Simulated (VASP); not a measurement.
# InSb (Pmmn) in VASP: a series of runs

InSb is run at these levels: PBE; tasks: single point.

All numbers are computed with VASP 6.6.1; they aren't measurements. Logs are shortened: lines on timing, memory, paths and dates and some standing lists are left out, and cuts for length are marked.

### Step 1. The cell of the first run

Symmetry: Pmmn, No. 59, orthorhombic system. Conventional cell: a = 5.357 Å, b = 5.712 Å, c = 3.063 Å, α = 90.00°, β = 90.00°, γ = 90.00°. Within 4.1 Å of In (site symmetry mm2) lie 8 Sb at 2.88 to 3.94 Å and 6 In at 3.06 to 4.06 Å. Within 4.5 Å of Sb (site symmetry mm2) lie 10 In at 2.88 to 4.45 Å and 10 Sb at 3.06 to 4.29 Å.

### Step 2. Single point, PBE

The input, INCAR:

```
SYSTEM = InSb
ALGO = Normal
EDIFF = 1E-6
ENCUT = 520
GGA = PE
ISIF = 2
ISMEAR = -1
LASPH = .TRUE.
LCHARG = .FALSE.
LREAL = .FALSE.
LWAVE = .FALSE.
NBANDS = 26
NELM = 60
PREC = Accurate
SIGMA = 0.05
```

The input, KPOINTS:

```
k-points
0
G
  9 8 15
  0 0 0
```

The input, POSCAR:

```
InSb
1.0
    5.3570000000      0.0000000000      0.0000000000
    0.0000000000      5.7120000000      0.0000000000
    0.0000000000      0.0000000000      3.0630000000
In Sb
2 2
Direct
    0.0000000000      0.0000000000      0.1722389182
    0.5000000000      0.5000000000     -0.1722389182
    0.5000000000      0.0000000000      0.7149606498
    0.0000000000      0.5000000000      0.2850393502
```

Potentials or basis: VASP PAW PBE potentials, release 64 (In_d, Sb).

On the command line:

```bash
$ cat potpaw_PBE.64/In_d/POTCAR potpaw_PBE.64/Sb/POTCAR > POTCAR
$ mpirun -np 1 vasp_std > vasp.out
```

OUTCAR:

```text
SYSTEM = InSb
   EDIFF = 1E-6
   ENCUT = 520
   GGA = PE
   ISIF = 2
   ISMEAR = -1
   LASPH = .TRUE.
   LREAL = .FALSE.
   NELM = 60
   PREC = Accurate

 ion  position               nearest neighbor table
   1  0.000  0.000  0.172-   4 2.88   4 2.88   3 3.02   3 3.02   3 3.15   3 3.15
   2  0.500  0.500  0.828-   3 2.88   3 2.88   4 3.02   4 3.02   4 3.15   4 3.15
   3  0.500  0.000  0.715-   2 2.88   2 2.88   1 3.02   1 3.02   1 3.15   1 3.15
   4  0.000  0.500  0.285-   1 2.88   1 2.88   2 3.02   2 3.02   2 3.15   2 3.15

  LATTYP: Found a simple orthorhombic cell.
 ALAT       =     3.0630000000
 B/A-ratio  =     1.7489389487
 C/A-ratio  =     1.8648383937

  Lattice vectors:

 A1 = (   0.0000000000,   0.0000000000,   3.0630000000)
 A2 = (   5.3570000000,   0.0000000000,   0.0000000000)
 A3 = (   0.0000000000,   5.7120000000,   0.0000000000)

Analysis of symmetry for initial positions (statically):
=====================================================================
 Subroutine PRICEL returns:
 Original cell was already a primitive cell.

 Routine SETGRP: Setting up the symmetry group for a
 simple orthorhombic supercell.

 Subroutine GETGRP returns: Found  8 space group operations
 (whereof  4 operations were pure point group operations)
 out of a pool of  8 trial point group operations.

The static configuration has the point symmetry C_2v.
 The point group associated with its full space group is D_2h.

Analysis of symmetry for dynamics (positions and initial velocities):
=====================================================================
 Subroutine PRICEL returns:
 Original cell was already a primitive cell.

 Routine SETGRP: Setting up the symmetry group for a
 simple orthorhombic supercell.

 Subroutine GETGRP returns: Found  8 space group operations
 (whereof  4 operations were pure point group operations)
 out of a pool of  8 trial point group operations.

The dynamic configuration has the point symmetry C_2v.
 The point group associated with its full space group is D_2h.

 Subroutine INISYM returns: Found  8 space group operations
 (whereof  4 operations are pure point group operations),
 and found     1 'primitive' translations

----------------------------------------------------------------------------------------

                                     Primitive cell

  volume of cell :      93.7253

  direct lattice vectors                    reciprocal lattice vectors
     5.357000000  0.000000000  0.000000000     0.186671645  0.000000000  0.000000000
     0.000000000  5.712000000  0.000000000     0.000000000  0.175070028  0.000000000
[... 93 lines left out ...]
   IBRION =     -1    ionic relax: 0-MD 1-quasi-New 2-CG
   NFREE  =      0    steps in history (QN), initial steepest desc. (CG)
   ISIF   =      2    stress and relaxation
   ISYM   =      2    0-nonsym 1-usesym 2-fastsym
   POTIM  = 0.5000    time-step for ionic-motion
   TEBEG  =    0.0;   TEEND  =   0.0 temperature during run
   PSTRESS=    0.0 pullay stress
   NELECT =      36.0000    total number of electrons
   NUPDOWN=      -1.0000    fix difference up-down
   EMIN   =  10.00;   EMAX   =-10.00  energy-range for DOS
   EFERMI =   0.00;   METHOD = LEGACY
   ISMEAR =    -1;   SIGMA  =   0.05  broadening in eV -4-tet -1-fermi 0-gaus
   EFERMI_NEDOS =   21; number of points for ismear=-14 and -15
   IALGO  =     38    algorithm
   IMIX   =      4    mixing-type and parameters
     AMIX     =   0.40;   BMIX     =  1.00
     AMIX_MAG =   1.60;   BMIX_MAG =  1.00
  volume/ion in A,a.u.               =      23.43       158.12
  Fermi-wavevector in a.u.,A,eV,Ry     =   1.190027  2.248824 19.268076  1.416164
  Thomas-Fermi vector in A             =   2.326121
   LORBIT       =      0    0 simple, 1 ext, 2 COOP (PROOUT), +10 PAW based schemes
   GGA     = PE    functional components
   LHFCALC =     F    Hartree Fock is set to
   AEXX    =    0.0000 exact exchange contribution
   IVDW    =     0    specifies the selected vdW correction
   LEPSILON=     F    determine dielectric tensor
   LRPA    =     F    only Hartree local field effects (RPA)
 non-spin polarized calculation
  energy-cutoff  :      520.00
  volume of cell :       93.73
 maximum number of plane-waves:      2552
 NGX is ok and might be reduce to    40
   NGX = 19   NGY = 21   NGZ = 11

 number of electron      35.9999994 magnetization

 Free energy of the ion-electron system (eV)
  ---------------------------------------------------
  ext. energy  EPLUGINS =         0.00000000
  ---------------------------------------------------
  free energy    TOTEN  =       -12.69357584 eV

  energy without entropy =      -12.67963056  energy(sigma->0) =      -12.68660320

 E-fermi :   9.6589     XC(G=0): -10.7568

 val. band max:        9.6583578891   @ k =   0.4444   0.1250   0.0000
 cond. band min:       9.6613131352   @ k =   0.4444   0.0000   0.1333
 fundamental gap:      0.0029552461
 Fermi energy:         9.6589461243

 k-point     1 :       0.0000    0.0000    0.0000
  band No.  band energies     occupation
      1      -5.5813      2.00000
      2      -5.5740      2.00000
      3      -5.5023      2.00000
      4      -5.2735      2.00000
      5      -5.2489      2.00000
      6      -5.1524      2.00000
[... 685 lines left out ...]
     25      17.6606      0.00000
     26      17.6610      0.00000

 [... further k-points ...]

------------------------ aborting loop because EDIFF is reached ----------------------------------------

  FORCE on cell =-STRESS in cart. coord.  units (eV):
  Direction    XX          YY          ZZ          XY          YZ          ZX
  --------------------------------------------------------------------------------------
  -------------------------------------------------------------------------------------
  Total        7.3272746      8.2097544      8.3329711      0.0000000      0.0000000      0.0000000
  in kB      125.2553281    140.3407869    142.4471021      0.0000000      0.0000000      0.0000000
  external PRESSURE =     136.0144057 kB  Pullay stress =       0.0000000 kB

 VOLUME and BASIS-vectors are now :
 -----------------------------------------------------------------------------
  energy-cutoff  :      520.00
  volume of cell :       93.73
      direct lattice vectors                 reciprocal lattice vectors
     5.357000000  0.000000000  0.000000000     0.186671645  0.000000000  0.000000000
     0.000000000  5.712000000  0.000000000     0.000000000  0.175070028  0.000000000
     0.000000000  0.000000000  3.063000000     0.000000000  0.000000000  0.326477310

 POSITION                                       TOTAL-FORCE (eV/Angst)
 -----------------------------------------------------------------------------------
      0.00000      0.00000      0.52757         0.000000      0.000000      0.002401
      2.67850      2.85600      2.53543         0.000000      0.000000     -0.002401
      2.67850      0.00000      2.18992         0.000000      0.000000     -0.013552
      0.00000      2.85600      0.87308         0.000000      0.000000      0.013552
 -----------------------------------------------------------------------------------
    total drift:                               -0.000000      0.000000      0.000000

  FREE ENERGIE OF THE ION-ELECTRON SYSTEM (eV)
  ---------------------------------------------------
  free  energy   TOTEN  =       -12.6935758426 eV

  energy  without entropy=      -12.6796305598  energy(sigma->0) =      -12.68660320
```

OSZICAR:

```text
N       E                     dE             d eps       ncg     rms          rms(c)
DAV:   1     0.289949597942E+03    0.28995E+03   -0.15222E+04 10400   0.158E+03
DAV:   2     0.118941897034E+02   -0.27806E+03   -0.27111E+03 10666   0.377E+02
DAV:   3    -0.119486743530E+02   -0.23843E+02   -0.23385E+02 13156   0.123E+02
DAV:   4    -0.127688849246E+02   -0.82021E+00   -0.81690E+00 12416   0.235E+01
DAV:   5    -0.128095019021E+02   -0.40617E-01   -0.40612E-01 16230   0.501E+00    0.620E+00
DAV:   6    -0.127088838153E+02    0.10062E+00   -0.20104E-01 14382   0.701E+00    0.340E+00
DAV:   7    -0.126951009635E+02    0.13783E-01   -0.77780E-02 14782   0.317E+00    0.661E-01
DAV:   8    -0.126934991171E+02    0.16018E-02   -0.99502E-03 13876   0.126E+00    0.312E-01
DAV:   9    -0.126935801039E+02   -0.80987E-04   -0.74929E-04 13828   0.200E-01    0.729E-02
DAV:  10    -0.126935729934E+02    0.71105E-05   -0.27147E-05 14952   0.491E-02    0.246E-02
DAV:  11    -0.126935765008E+02   -0.35074E-05   -0.40653E-06  9676   0.191E-02    0.957E-03
DAV:  12    -0.126935758426E+02    0.65818E-06   -0.44172E-07  6108   0.832E-03
   1 F= -.12693576E+02 E0= -.12686603E+02  d E =-.139453E-01
```

Wall time 6.2 min (1 thread of Oxide Virtual Turin-like, shared host); peak memory 0.48 GiB.

What came out:

```
Free energy            : -12.6936 eV
Pressure               : 13.6 GPa
Largest force          : 0.014 eV/Å
Band gap on the k mesh : zero (bands 18 and 19 overlap by 3.70 eV)
```

Forces on the atoms (eV/Å):
```
In   0.000  0.000  0.002
In   0.000  0.000 -0.002
Sb   0.000  0.000 -0.014
Sb   0.000  0.000  0.014
```

Stress tensor (GPa, compression positive):
```
12.53  0.00  0.00
 0.00 14.03  0.00
 0.00  0.00 14.24
```

Caveat: the cell stands under pressure; spin-orbit coupling is left out, which moves the levels of the heavy elements.

### Step 3. Single point, PBE (z stretched by +1 %, then relaxed in part)

The input, INCAR:

```
ALGO = Normal
EDIFF = 1E-7
ENCUT = 520
GGA = PE
ISIF = 2
ISMEAR = -1
LASPH = True
LCHARG = False
LREAL = False
LWAVE = False
NBANDS = 26
NELM = 60
PREC = Accurate
SIGMA = 0.05
```

The input, KPOINTS:

```
k-points
0
Gamma
  9 8 15
```

The input, POSCAR:

```
InSb
1.0
    5.3570000000      0.0000000000      0.0000000000
    0.0000000000      5.7120000000      0.0000000000
    0.0000000000      0.0000000000      3.0936300000
In Sb
2 2
Direct
    0.0000000000      0.0000000000      0.1681442508
    0.5000000000      0.5000000000     -0.1681442508
    0.5000000000      0.0000000000      0.7081787739
    0.0000000000      0.5000000000      0.2918212261
```

Potentials or basis: VASP PAW PBE potentials, release 64 (In_d, Sb).

On the command line:

```bash
$ cat potpaw_PBE.64/In_d/POTCAR potpaw_PBE.64/Sb/POTCAR > POTCAR
$ mpirun -np 1 vasp_std > vasp.out
```

Wall time 7.7 min (1 thread of Oxide Virtual Turin-like, shared host); peak memory 0.48 GiB.

Results (log left out):

```
Free energy            : -12.7731 eV
Pressure               : 12.5 GPa
Largest force          : 0.014 eV/Å
Band gap on the k mesh : zero (bands 18 and 19 overlap by 3.79 eV)
```

Forces on the atoms (eV/Å):
```
In   0.000  0.000 -0.014
In   0.000  0.000  0.014
Sb   0.000  0.000  0.005
Sb   0.000  0.000 -0.005
```

Stress tensor (GPa, compression positive):
```
11.44  0.00  0.00
 0.00 13.17  0.00
 0.00  0.00 12.77
```

Levels at points of the mesh, in eV from the Fermi level:
```tsv
k point	band 16	band 17	band 18	band 19	band 20	band 21
(0.00, 0.00, 0.00)	-2.73	-2.71	-2.31	2.98	3.14	4.72
(0.00, 0.50, 0.00)	-4.46	-0.31	-0.31	3.58	3.58	4.19
```

Caveat: the cell differs from its parent crystal (z stretched by +1 %, then relaxed in part); the cell stands under pressure; spin-orbit coupling is left out, which moves the levels of the heavy elements.

(Continued in part 2 of 2.)
